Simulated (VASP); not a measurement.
# SnO (P6_3/mmc) in VASP: notebook, part 2 of 2

VASP 6.6.1.

## Step 3: Single point, PBE

File INCAR:

```
PREC = Accurate ; ENCUT = 520
EDIFF = 1E-7 ; ISMEAR = -1
SIGMA = 0.02 ; LREAL = False
LASPH = True ; NELM = 60
ALGO = Normal ; ISIF = 2
LWAVE = False ; LCHARG = True
GGA = PE ; LELF = True
LVHAR = True ; NBANDS = 28
```

File KPOINTS:

```
Automatic mesh
0
Gamma
  6 6 4
```

File POSCAR:

```
SnO
1.0
    3.4232701772      0.0000000000      0.0000000000
   -1.7116350886      2.9646389374      0.0000000000
    0.0000000000      0.0000000000      6.4179554290
Sn O
2 2
Direct
    0.0000000000      0.0000000000      0.0000000000
    0.0000000000      0.0000000000      0.5000000000
    0.3333333333      0.6666666667      0.2500000000
    0.6666666667      0.3333333333      0.7500000000
```

Potentials or basis: VASP PAW PBE potentials, release 64 (Sn_d, O).

Launch:

```sh
$ cat potpaw_PBE.64/Sn_d/POTCAR potpaw_PBE.64/O/POTCAR > POTCAR
$ mpirun -np 1 vasp_std > vasp.out
```

OUTCAR:

```text
PREC = Accurate
   ENCUT = 520
   EDIFF = 1E-7
   ISMEAR = -1
   LREAL = False
   LASPH = True
   NELM = 60
   ISIF = 2
   GGA = PE

 ion  position               nearest neighbor table
   1  0.000  0.000  0.000-   3 2.55   4 2.55   3 2.55   4 2.55   4 2.55   3 2.55   2 3.21   2 3.21

   2  0.000  0.000  0.500-   3 2.55   4 2.55   3 2.55   4 2.55   4 2.55   3 2.55   1 3.21   1 3.21

   3  0.333  0.667  0.250-   1 2.55   2 2.55   1 2.55   2 2.55   1 2.55   2 2.55
   4  0.667  0.333  0.750-   1 2.55   2 2.55   1 2.55   2 2.55   1 2.55   2 2.55

  LATTYP: Found a hexagonal cell.
 ALAT       =     3.4232701772
 C/A-ratio  =     1.8748024832

  Lattice vectors:

 A1 = (   3.4232701772,   0.0000000000,   0.0000000000)
 A2 = (  -1.7116350886,   2.9646389374,   0.0000000000)
 A3 = (   0.0000000000,   0.0000000000,   6.4179554290)

Analysis of symmetry for initial positions (statically):
=====================================================================
 Subroutine PRICEL returns:
 Original cell was already a primitive cell.

 Routine SETGRP: Setting up the symmetry group for a
 hexagonal supercell.

 Subroutine GETGRP returns: Found 24 space group operations
 (whereof 12 operations were pure point group operations)
 out of a pool of 24 trial point group operations.

The static configuration has the point symmetry D_3d.
 The point group associated with its full space group is D_6h.

Analysis of symmetry for dynamics (positions and initial velocities):
=====================================================================
 Subroutine PRICEL returns:
 Original cell was already a primitive cell.

 Routine SETGRP: Setting up the symmetry group for a
 hexagonal supercell.

[... 113 lines left out ...]
   POTIM  = 0.5000    time-step for ionic-motion
   TEBEG  =    0.0;   TEEND  =   0.0 temperature during run
   PSTRESS=    0.0 pullay stress
   NELECT =      40.0000    total number of electrons
   NUPDOWN=      -1.0000    fix difference up-down
   EMIN   =  10.00;   EMAX   =-10.00  energy-range for DOS
   EFERMI =   0.00;   METHOD = LEGACY
   ISMEAR =    -1;   SIGMA  =   0.02  broadening in eV -4-tet -1-fermi 0-gaus
   EFERMI_NEDOS =   21; number of points for ismear=-14 and -15
   IALGO  =     38    algorithm
   IMIX   =      4    mixing-type and parameters
     AMIX     =   0.40;   BMIX     =  1.00
     AMIX_MAG =   1.60;   BMIX_MAG =  1.00
  volume/ion in A,a.u.               =      16.28       109.89
  Fermi-wavevector in a.u.,A,eV,Ry     =   1.391527  2.629605 26.345601  1.936347
  Thomas-Fermi vector in A             =   2.515357
   LORBIT       =      0    0 simple, 1 ext, 2 COOP (PROOUT), +10 PAW based schemes
   GGA     = PE    functional components
[... 5 lines left out ...]
 non-spin polarized calculation
  energy-cutoff  :      520.00
  volume of cell :       65.13
 maximum number of plane-waves:      1787
 NGX is ok and might be reduce to    28
   NGX = 13   NGY = 13   NGZ = 23

 number of electron      40.0000007 magnetization

 Free energy of the ion-electron system (eV)
  ---------------------------------------------------
  ext. energy  EPLUGINS =         0.00000000
  ---------------------------------------------------
  free energy    TOTEN  =       -20.64283964 eV

  energy without entropy =      -20.64207457  energy(sigma->0) =      -20.64245710

 E-fermi :   8.0559     XC(G=0): -10.8361

 val. band max:        8.0235727505   @ k =   0.1667   0.0000   0.0000
 cond. band min:       8.2251082062   @ k =   0.3333   0.3333   0.5000
 fundamental gap:      0.2015354558
 Fermi energy:         8.0559115374

 k-point     1 :       0.0000    0.0000    0.0000
  band No.  band energies     occupation
      1     -13.9511      2.00000
      2     -13.8218      2.00000
      3     -13.8218      2.00000
      4     -13.8083      2.00000
      5     -13.8083      2.00000
      6     -13.7596      2.00000
[... 640 lines left out ...]
     27      18.6495      0.00000
     28      18.6495      0.00000

------------------------ aborting loop because EDIFF is reached ----------------------------------------

  FORCE on cell =-STRESS in cart. coord.  units (eV):
  Direction    XX          YY          ZZ          XY          YZ          ZX
  --------------------------------------------------------------------------------------
  -------------------------------------------------------------------------------------
  Total        1.0000308      1.0000308      1.3523488      0.0000000      0.0000000      0.0000000
  in kB       24.5988200     24.5988200     33.2651606      0.0000000      0.0000000      0.0000000
  external PRESSURE =      27.4876002 kB  Pullay stress =       0.0000000 kB

 VOLUME and BASIS-vectors are now :
 -----------------------------------------------------------------------------
  energy-cutoff  :      520.00
  volume of cell :       65.13
      direct lattice vectors                 reciprocal lattice vectors
     3.423270177  0.000000000  0.000000000     0.292118340  0.168654602  0.000000000
    -1.711635089  2.964638937  0.000000000     0.000000000  0.337309204  0.000000000
     0.000000000  0.000000000  6.417955429     0.000000000  0.000000000  0.155812861

 POSITION                                       TOTAL-FORCE (eV/Angst)
 -----------------------------------------------------------------------------------
      0.00000      0.00000      0.00000         0.000000      0.000000      0.000000
      0.00000      0.00000      3.20898         0.000000      0.000000      0.000000
     -0.00000      1.97643      1.60449        -0.000000     -0.000000      0.000000
      1.71164      0.98821      4.81347         0.000000      0.000000     -0.000000
 -----------------------------------------------------------------------------------
    total drift:                                0.000000     -0.000000      0.000000

  FREE ENERGIE OF THE ION-ELECTRON SYSTEM (eV)
  ---------------------------------------------------
  free  energy   TOTEN  =       -20.6428396354 eV

  energy  without entropy=      -20.6420745743  energy(sigma->0) =      -20.64245710
```

stdout:

```text
POSCAR found type information on POSCAR SnO
 POSCAR found :  2 types and       4 ions
 scaLAPACK will be used
 LDA part: xc-table for (Slater+PW92), standard interpolation
 POSCAR, INCAR and KPOINTS ok, starting setup
 FFT: planning ... GRIDC
 FFT: planning ... GRID_SOFT
 FFT: planning ... GRID
 WAVECAR not read
 entering main loop
```

Wall time 26 s (1 thread of AMD EPYC 9R45 (Zen 5), shared host); peak memory 0.16 GiB.

Results:

| Property | Result |
| --- | --- |
| Free energy | -20.6428 eV |
| Pressure | 2.7 GPa |
| Band gap on the k mesh | zero (band 20 reaches 8.27 eV, above the bottom of band 21 at 7.46 eV) |

Stress tensor (GPa, compression positive):
```
2.46 0.00 0.00
0.00 2.46 0.00
0.00 0.00 3.33
```

Caveat: spin-orbit coupling is left out, which moves the levels of the heavy elements.

## Step 4: Single point, r2SCAN

POSCAR is that of step 3.

File INCAR.step1:

```
PREC = Accurate
ENCUT = 520
ISMEAR = -1
SIGMA = 0.02
LREAL = False
LASPH = True
NELM = 60
NBANDS = 28
GGA = PE
ALGO = Normal
EDIFF = 1E-4
LWAVE = True
LCHARG = False
```

File INCAR.step2:

```
PREC = Accurate
ENCUT = 520
EDIFF = 1E-6
ISMEAR = -1
SIGMA = 0.02
LREAL = False
LASPH = True
NELM = 60
ALGO = Normal
ISIF = 2
LWAVE = False
LCHARG = False
METAGGA = R2SCAN
LMIXTAU = True
NBANDS = 28
ISTART = 1
```

File KPOINTS:

```
regular mesh
0
Gamma
  6 6 4
```

Launch:

```sh
$ cat potpaw_PBE.64/Sn_d/POTCAR potpaw_PBE.64/O/POTCAR > POTCAR
$ cp INCAR.step1 INCAR
$ mpirun -np 1 vasp_std > vasp.out
$ cp INCAR.step2 INCAR
$ mpirun -np 1 vasp_std > vasp.out
```

It took 1.8 min on 1 thread of AMD EPYC 9R45 (Zen 5), shared host; peak memory 0.18 GiB.

Results (log left out):

```
Free energy            : -64.1864 eV
Pressure               : 0.3 GPa
Band gap on the k mesh : zero (band 20 reaches 8.22 eV, above the bottom of band 21 at 7.39 eV)
```

Stress tensor (GPa, compression positive):
```
0.02 0.00 0.00
0.00 0.02 0.00
0.00 0.00 0.73
```

Levels at points of the mesh, in eV from the Fermi level:
```
           k point  band 18  band 19  band 20  band 21  band 22  band 23
(0.00, 0.00, 0.00)    -3.21    -3.21    -0.53     0.48     6.23     6.23
(0.50, 0.00, 0.00)    -3.40    -2.18    -0.82    -0.62     2.22     3.71
(0.00, 0.00, 0.50)    -3.32    -2.61    -2.61     3.19     3.19     6.72
(0.50, 0.00, 0.50)    -3.93    -2.60    -2.60     1.89     1.89     4.17
```

Caveat: the PAW data sets were made with another functional, which shifts forces and pressure a little; spin-orbit coupling is left out, which moves the levels of the heavy elements.

## Step 5: Single point, r2SCAN

POSCAR is that of step 4.

File INCAR.step1:

```
SYSTEM = SnO
PREC = Accurate
ENCUT = 520
ISMEAR = -1
SIGMA = 0.02
LREAL = .FALSE.
LASPH = .TRUE.
NELM = 100
NBANDS = 28
GGA = PE
ALGO = Normal
EDIFF = 1E-4
LWAVE = .TRUE.
LCHARG = .FALSE.
```

File INCAR.step2:

```
SYSTEM = SnO
PREC = Accurate
ENCUT = 520
EDIFF = 1E-6
ISMEAR = -1
SIGMA = 0.02
LREAL = .FALSE.
LASPH = .TRUE.
NELM = 100
ALGO = Normal
ISIF = 2
LWAVE = .FALSE.
LCHARG = .FALSE.
METAGGA = R2SCAN
LMIXTAU = .TRUE.
NBANDS = 28
ISTART = 1
```

File KPOINTS:

```
regular mesh
0
G
  6 6 4
  0 0 0
```

Launch:

```sh
$ cat potpaw_PBE.64/Sn_d/POTCAR potpaw_PBE.64/O/POTCAR > POTCAR
$ cp INCAR.step1 INCAR
$ mpirun -np 1 vasp_std > vasp.out
$ cp INCAR.step2 INCAR
$ mpirun -np 1 vasp_std > vasp.out
```

Run time: 1.8 min. Hardware: 1 thread of AMD EPYC 9R45 (Zen 5), shared host; peak memory 0.17 GiB.

It converged, with:

```yaml
Free_energy: -64.1864 eV
Pressure: 0.3 GPa
Band_gap_on_the_k_mesh: zero (band 20 reaches 8.22 eV, above the bottom of band 21 at 7.39 eV)
```

Stress tensor (GPa, compression positive):
```
0.02 0.00 0.00
0.00 0.02 0.00
0.00 0.00 0.73
```

Levels at points of the mesh, in eV from the Fermi level:
| k point | band 18 | band 19 | band 20 | band 21 | band 22 | band 23 |
| --- | --- | --- | --- | --- | --- | --- |
| (0.00, 0.00, 0.00) | -3.21 | -3.21 | -0.53 | 0.48 | 6.23 | 6.23 |
| (0.50, 0.00, 0.00) | -3.40 | -2.18 | -0.82 | -0.62 | 2.22 | 3.71 |
| (0.00, 0.00, 0.50) | -3.32 | -2.61 | -2.61 | 3.19 | 3.19 | 6.72 |
| (0.50, 0.00, 0.50) | -3.93 | -2.60 | -2.60 | 1.89 | 1.89 | 4.17 |

Caveat: the PAW data sets were made with another functional, which shifts forces and pressure a little; spin-orbit coupling is left out, which moves the levels of the heavy elements.
